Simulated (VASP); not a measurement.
# Ag in VASP: single point with PBE

Aim: the single point of Ag with PBE.

Everything below comes from runs of VASP 6.6.1. Logs are shortened: lines on timing, memory, paths and dates and some standing lists are left out, and cuts for length are marked.

## 1. The cell of the first run

The cell holds a slab with vacuum, 5 atoms: a = 2.932 Å, b = 2.932 Å, c = 25.577 Å, α = 90.00°, β = 90.00°, γ = 120.00°.

## 2. Single point, PBE

Input file POSCAR:

```
Ag
1.0
    2.9322829450      0.0000000000      0.0000000000
   -1.4661414725      2.5394315215      0.0000000000
    0.0000000000      0.0000000000     25.5768000000
Ag
5
Direct
    0.8333333330      0.1666666670      0.3127835385
    0.1666666670      0.8333333330      0.4063917690
    0.5000000000      0.5000000000      0.5000000000
    0.8333333330      0.1666666670      0.5936082310
    0.1666666670      0.8333333330      0.6872164615
```

Input file INCAR.step1:

```
SYSTEM = Ag
PREC = Accurate
ENCUT = 520
EDIFF = 1E-6
ISMEAR = -1
SIGMA = 0.05
LREAL = .False.
LASPH = .True.
NELM = 60
ALGO = Normal
ISIF = 2
LWAVE = .False.
LCHARG = .True.
LMAXMIX = 4
LDIPOL = .True.
IDIPOL = 3
DIPOL = 0.5 0.5 0.500
GGA = PE
NBANDS = 36
```

Input file KPOINTS.step1:

```
Automatic mesh
0
Gamma
  14 14 1
  0 0 0
```

Input file INCAR.step2:

```
SYSTEM = Ag
PREC = Accurate
ENCUT = 520
EDIFF = 1E-6
ISMEAR = -5
SIGMA = 0.05
LREAL = .False.
LASPH = .True.
NELM = 60
ALGO = Normal
ISIF = 2
LWAVE = .False.
LCHARG = .False.
LMAXMIX = 4
LDIPOL = .True.
IDIPOL = 3
DIPOL = 0.5 0.5 0.500
GGA = PE
LORBIT = 11
NBANDS = 36
NEDOS = 2001
ICHARG = 11
```

Input file KPOINTS.step2:

```
Automatic mesh
0
Gamma
  21 21 1
  0 0 0
```

Potentials or basis: VASP PAW PBE potentials, release 64 (Ag).

The run is started by

```bash
> cat potpaw_PBE.64/Ag/POTCAR > POTCAR
> cp INCAR.step1 INCAR
> cp KPOINTS.step1 KPOINTS
> mpirun -np 1 vasp_std > vasp.out
> cp INCAR.step2 INCAR
> cp KPOINTS.step2 KPOINTS
> mpirun -np 1 vasp_std > vasp.out
```

OUTCAR:

```text
SYSTEM = Ag
   PREC = Accurate
   ENCUT = 520
   EDIFF = 1E-6
   ISMEAR = -5
   LREAL = .False.
   LASPH = .True.
   NELM = 60
   ISIF = 2
   GGA = PE
   LORBIT = 11
   ICHARG = 11

 ion  position               nearest neighbor table
   1  0.833  0.167  0.313-   2 2.93   2 2.93   2 2.93
   2  0.167  0.833  0.406-   1 2.93   1 2.93   1 2.93   3 2.93   3 2.93   3 2.93
   3  0.500  0.500  0.500-   2 2.93   4 2.93   2 2.93   4 2.93   2 2.93   4 2.93
   4  0.833  0.167  0.594-   5 2.93   5 2.93   5 2.93   3 2.93   3 2.93   3 2.93
   5  0.167  0.833  0.687-   4 2.93   4 2.93   4 2.93

  LATTYP: Found a hexagonal cell.
 ALAT       =     2.9322829450
 C/A-ratio  =     8.7224870450

  Lattice vectors:

 A1 = (   2.9322829450,   0.0000000000,   0.0000000000)
 A2 = (  -1.4661414725,   2.5394315215,   0.0000000000)
 A3 = (   0.0000000000,   0.0000000000,  25.5768000000)

Analysis of symmetry for initial positions (statically):
=====================================================================
 Subroutine PRICEL returns:
 Original cell was already a primitive cell.

 Routine SETGRP: Setting up the symmetry group for a
 hexagonal supercell.

 Subroutine GETGRP returns: Found 12 space group operations
 (whereof  4 operations were pure point group operations)
 out of a pool of 24 trial point group operations.

The static configuration has the point symmetry C_2h.
 The point group associated with its full space group is D_3d.

Analysis of symmetry for dynamics (positions and initial velocities):
=====================================================================
 Subroutine PRICEL returns:
 Original cell was already a primitive cell.

 Routine SETGRP: Setting up the symmetry group for a
 hexagonal supercell.

 Subroutine GETGRP returns: Found 12 space group operations
 (whereof  4 operations were pure point group operations)
 out of a pool of 24 trial point group operations.

The dynamic configuration has the point symmetry C_2h.
 The point group associated with its full space group is D_3d.

 Subroutine INISYM returns: Found 12 space group operations
 (whereof  4 operations are pure point group operations),
 and found     1 'primitive' translations

----------------------------------------------------------------------------------------

                                     Primitive cell

  volume of cell :     190.4533

  direct lattice vectors                    reciprocal lattice vectors
     2.932282945  0.000000000  0.000000000     0.341031210  0.196894461  0.000000000
    -1.466141472  2.539431522  0.000000000     0.000000000  0.393788921  0.000000000
     0.000000000  0.000000000 25.576800000     0.000000000  0.000000000  0.039097933

  length of vectors
     2.932282945  2.932282945 25.576800000     0.393788921  0.393788921  0.039097933

  position of ions in fractional coordinates (direct lattice)
     0.833333333  0.166666667  0.312783538
     0.166666667  0.833333333  0.406391769
     0.500000000  0.500000000  0.500000000
     0.833333333  0.166666667  0.593608231
     0.166666667  0.833333333  0.687216462

  ion indices of the primitive-cell ions
   primitive index   ion index
                 1           1
                 2           2
                 3           3
                 4           4
                 5           5

----------------------------------------------------------------------------------------

 KPOINTS: Automatic mesh

Automatic generation of k-mesh.
 Grid dimensions read from file:
 generate k-points for:   21   21    1

 Generating k-lattice:

  Cartesian coordinates                     Fractional coordinates (reciprocal lattice)
     0.016239581  0.009375927  0.000000000     0.047619048  0.000000000  0.000000000
     0.000000000  0.018751853  0.000000000     0.000000000  0.047619048  0.000000000
     0.000000000  0.000000000  0.039097933     0.000000000  0.000000000  1.000000000

  Length of vectors
     0.018751853  0.018751853  0.039097933

  Shift w.r.t. Gamma in fractional coordinates (k-lattice)
     0.000000000  0.000000000  0.000000000

 TETIRR: Found    229 inequivalent tetrahedra from     2646

 Subroutine IBZKPT returns following result:
 ===========================================

 Found     48 irreducible k-points:

 Following reciprocal coordinates:
            Coordinates               Weight
  0.000000  0.000000  0.000000      1.000000
  0.047619  0.000000  0.000000      6.000000
  0.095238 -0.000000  0.000000      6.000000
  0.142857  0.000000  0.000000      6.000000
  0.190476 -0.000000  0.000000      6.000000
  0.238095  0.000000  0.000000      6.000000
[... 16 lines left out ...]
  0.142857  0.095238  0.000000     12.000000
  0.190476  0.095238  0.000000     12.000000
 [... further k-points ...]
   k-points           NKPTS =     48   k-points in BZ     NKDIM =     48   number of bands    NBANDS=     36
   number of dos      NEDOS =   2001   number of ions     NIONS =      5
   total plane-waves  NPLWV = 110592
   dimension x,y,z NGX =    24 NGY =   24 NGZ =  192
   dimension x,y,z NGXF=    48 NGYF=   48 NGZF=  384
   ions per type =               5
   NGX,Y,Z   is equivalent  to a cutoff of  13.61, 13.61, 12.48 a.u.
   NGXF,Y,Z  is equivalent  to a cutoff of  27.21, 27.21, 24.96 a.u.
 SYSTEM =  Ag
   PREC   = accura    normal or accurate (medium, high low for compatibility)
   ISTART =      0    job   : 0-new  1-cont  2-samecut
   ICHARG =     11    charge: 1-file 2-atom 10-const
   ISPIN  =      1    spin polarized calculation?
   LNONCOLLINEAR =      F non collinear calculations
   LSORBIT =      F    spin-orbit coupling
   LASPH  =      T    aspherical Exc in radial PAW
   ENCUT  =  520.0 eV  38.22 Ry    6.18 a.u.   5.45  5.45 47.56*2*pi/ulx,y,z
   NELM   =     60;   NELMIN=  2; NELMDL=  0     # of ELM steps
   EDIFF  = 0.1E-05   stopping-criterion for ELM
   LREAL  =      F    real-space projection
   EDIFFG = 0.1E-04   stopping-criterion for IOM
   NSW    =      0    number of steps for IOM
   IBRION =     -1    ionic relax: 0-MD 1-quasi-New 2-CG
   NFREE  =      0    steps in history (QN), initial steepest desc. (CG)
   ISIF   =      2    stress and relaxation
   ISYM   =      2    0-nonsym 1-usesym 2-fastsym
   POTIM  = 0.5000    time-step for ionic-motion
   TEBEG  =    0.0;   TEEND  =   0.0 temperature during run
   PSTRESS=    0.0 pullay stress
   NELECT =      55.0000    total number of electrons
   NUPDOWN=      -1.0000    fix difference up-down
   EMIN   =  10.00;   EMAX   =-10.00  energy-range for DOS
   EFERMI =   0.00;   METHOD = LEGACY
   ISMEAR =    -5;   SIGMA  =   0.05  broadening in eV -4-tet -1-fermi 0-gaus
   EFERMI_NEDOS =   21; number of points for ismear=-14 and -15
   IALGO  =     38    algorithm
   IMIX   =      4    mixing-type and parameters
     AMIX     =   0.40;   BMIX     =  1.00
     AMIX_MAG =   1.60;   BMIX_MAG =  1.00
  volume/ion in A,a.u.               =      38.09       257.05
  Fermi-wavevector in a.u.,A,eV,Ry     =   1.082097  2.044867 15.931524  1.170934
  Thomas-Fermi vector in A             =   2.218130
   LORBIT       =     11    0 simple, 1 ext, 2 COOP (PROOUT), +10 PAW based schemes
   GGA     = PE    functional components
   LHFCALC =     F    Hartree Fock is set to
   AEXX    =    0.0000 exact exchange contribution
   IVDW    =     0    specifies the selected vdW correction
   LEPSILON=     F    determine dielectric tensor
   LRPA    =     F    only Hartree local field effects (RPA)
 non-spin polarized calculation
 Fermi weights with tetrahedron method with Bloechl corrections
  energy-cutoff  :      520.00
  volume of cell :      190.45
 maximum number of plane-waves:      5243
 NGX is ok and might be reduce to    24

 number of electron      55.0000011 magnetization

 dipolmoment           0.000000      0.000000      0.000000 electrons x Angstroem

 Free energy of the ion-electron system (eV)
  ---------------------------------------------------
  ext. energy  EPLUGINS =         0.00000000
  ---------------------------------------------------
  free energy    TOTEN  =       -12.90753856 eV

  energy without entropy =      -12.90753856  energy(sigma->0) =      -12.90753856

 E-fermi :   1.3586     XC(G=0):  -6.2342

 val. band max:        1.3379534405   @ k =   0.4286   0.0476   0.0000
 cond. band min:       1.3663289846   @ k =   0.2857   0.0476   0.0000
 fundamental gap:      0.0283755441
 Fermi energy:         1.3586328906

 k-point     1 :       0.0000    0.0000    0.0000
  band No.  band energies     occupation
      1      -5.8710      2.00000
      2      -5.2455      2.00000
      3      -4.7480      2.00000
      4      -4.5740      2.00000
      5      -4.5627      2.00000
      6      -3.3389      2.00000
[... 28 lines left out ...]
     35       7.3418      0.00000
     36       7.7184      0.00000

 k-point     2 :       0.0476    0.0000    0.0000
  band No.  band energies     occupation
      1      -5.8108      2.00000
      2      -5.1875      2.00000
      3      -4.7080      2.00000
      4      -4.5319      2.00000
      5      -4.5117      2.00000
      6      -3.3776      2.00000
[... 28 lines left out ...]
     35       7.3928      0.00000
     36       7.7665      0.00000

 k-point     3 :       0.0952   -0.0000    0.0000
  band No.  band energies     occupation
      1      -5.6347      2.00000
      2      -5.0207      2.00000
      3      -4.5957      2.00000
      4      -4.4147      2.00000
      5      -4.3658      2.00000
      6      -3.4710      2.00000
[... 28 lines left out ...]
     35       7.5466      0.00000
     36       7.9110      0.00000

 k-point     4 :       0.1429    0.0000    0.0000
  band No.  band energies     occupation
      1      -5.3588      2.00000
      2      -4.7728      2.00000
      3      -4.4386      2.00000
      4      -4.2554      2.00000
      5      -4.1539      2.00000
      6      -3.5904      2.00000
[... 28 lines left out ...]
     35       7.8050      0.00000
     36       8.1526      0.00000

 k-point     5 :       0.1905   -0.0000    0.0000
  band No.  band energies     occupation
      1      -5.0226      2.00000
      2      -4.5160      2.00000
      3      -4.3021      2.00000
      4      -4.1163      2.00000
      5      -3.9396      2.00000
      6      -3.7501      2.00000
[... 655 lines left out ...]
 k-point    22 :       0.0952    0.0952    0.0000
  band No.  band energies     occupation
      1      -5.1995      2.00000
      2      -4.6317      2.00000
      3      -4.3396      2.00000
      4      -4.1639      2.00000
      5      -4.0436      2.00000
      6      -3.6081      2.00000
[... 28 lines left out ...]
     35       7.9617      0.00000
     36       8.2980      0.00000

 k-point    23 :       0.1429    0.0952    0.0000
  band No.  band energies     occupation
      1      -4.8728      2.00000
      2      -4.3864      2.00000
      3      -4.1827      2.00000
      4      -4.0329      2.00000
      5      -3.8611      2.00000
      6      -3.7624      2.00000
[... 28 lines left out ...]
     35       8.3281      0.00000
     36       8.6382      0.00000

 k-point    24 :       0.1905    0.0952    0.0000
  band No.  band energies     occupation
      1      -4.5663      2.00000
      2      -4.2410      2.00000
      3      -4.1444      2.00000
      4      -3.9784      2.00000
      5      -3.9259      2.00000
      6      -3.7192      2.00000
[... 28 lines left out ...]
     35       8.7988      0.00000
     36       9.0756      0.00000

 [... further k-points ...]

------------------------ aborting loop because EDIFF is reached ----------------------------------------

 vacuum level on the upper side and lower side of the slab       (xc-potential included)        -0.078        -0.078

  FORCE on cell =-STRESS in cart. coord.  units (eV):
  Direction    XX          YY          ZZ          XY          YZ          ZX
  --------------------------------------------------------------------------------------
  -------------------------------------------------------------------------------------
  Total       -0.9314225     -0.9314225     -0.5599667      0.0000000     -0.0000000      0.0000000
  in kB       -7.8355361     -7.8355361     -4.7106868      0.0000000     -0.0000000      0.0000000
  external PRESSURE =      -6.7939197 kB  Pullay stress =       0.0000000 kB

 VOLUME and BASIS-vectors are now :
 -----------------------------------------------------------------------------
  energy-cutoff  :      520.00
  volume of cell :      190.45
      direct lattice vectors                 reciprocal lattice vectors
     2.932282945  0.000000000  0.000000000     0.341031210  0.196894461  0.000000000
    -1.466141472  2.539431522  0.000000000     0.000000000  0.393788921  0.000000000
     0.000000000  0.000000000 25.576800000     0.000000000  0.000000000  0.039097933

 POSITION                                       TOTAL-FORCE (eV/Angst)
 -----------------------------------------------------------------------------------
      2.19921      0.42324      8.00000        -0.000000     -0.000000      0.030507
     -0.73307      2.11619     10.39420         0.000000      0.000000      0.010649
      0.73307      1.26972     12.78840         0.000000      0.000000      0.000000
      2.19921      0.42324     15.18260         0.000000     -0.000000     -0.010649
     -0.73307      2.11619     17.57680        -0.000000      0.000000     -0.030507
 -----------------------------------------------------------------------------------
    total drift:                                0.000000      0.000000     -0.000000

  FREE ENERGIE OF THE ION-ELECTRON SYSTEM (eV)
  ---------------------------------------------------
  free  energy   TOTEN  =       -12.9075385587 eV

  energy  without entropy=      -12.9075385587  energy(sigma->0) =      -12.90753856

 vacuum level on the upper side and lower side of the slab         5.697         5.697

 total charge

# of ion       s       p       d       tot
------------------------------------------
    1        0.417   0.203   9.179   9.799
    2        0.405   0.267   9.166   9.838
    3        0.400   0.269   9.152   9.822
    4        0.405   0.267   9.166   9.838
    5        0.417   0.203   9.179   9.799
--------------------------------------------------
tot          2.045   1.210  45.840  49.096
```

Run time: 3.9 min. Hardware: 1 thread of Intel Xeon Platinum 8488C (Sapphire Rapids), shared host; peak memory 0.44 GiB.

What came out:

| Property | Result |
| --- | --- |
| Valence electrons inside the program's atomic spheres | Ag 9.80, 9.84, 9.82 (each value once) |
